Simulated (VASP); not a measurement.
Crystal: Ru.

```xyz
1
Lattice="0.0000 1.9611 1.9611 1.9611 0.0000 1.9611 1.9611 1.9611 0.0000" Properties=species:S:1:pos:R:3 pbc="T T T"
Ru    0.0000    0.0000    0.0000
```

```yaml
Program: VASP 6.6.1
Task: relaxation of cell and atoms
Functional: PBEsol
Potentials_or_basis: VASP PAW PBE potentials, release 64 (Ru_pv)
Cutoff: 600 eV
k_mesh: 8 × 8 × 8
Occupations: gaussian, width 0.1 eV
Spin: no spin polarisation
```

At the start: pressure -31.3 GPa; volume 15.08 Å³/atom.

Task: Where does the relaxation end?

Result: Over 5 steps the energy falls by 192.6 meV/atom and the volume is 13.34 Å³/atom (-11.6 %); space group Fm-3m (No. 225, to 0.05 Å).

The path:
```tsv
step	energy change (eV)	largest force (eV/Å)	pressure (GPa)	volume (Å³)
1	0.0000	0.0000	-31.32	15.08
2	2.0363	0.0000	255.12	9.52
3	-0.1887	0.0000	-5.52	13.56
4	-0.1920	0.0000	-2.28	13.43
5	-0.1926	0.0000	0.01	13.34
```

Final structure:
```yaml
crystal:
  lattice:
    - [0.00000, 1.88227, 1.88227]
    - [1.88227, 0.00000, 1.88227]
    - [1.88227, 1.88227, 0.00000]
  atoms:
    - { symbol: Ru, position: [0.00000, 0.00000, 0.00000] }
```

Caveat: the PAW data sets were made with another functional, which shifts forces and pressure a little.
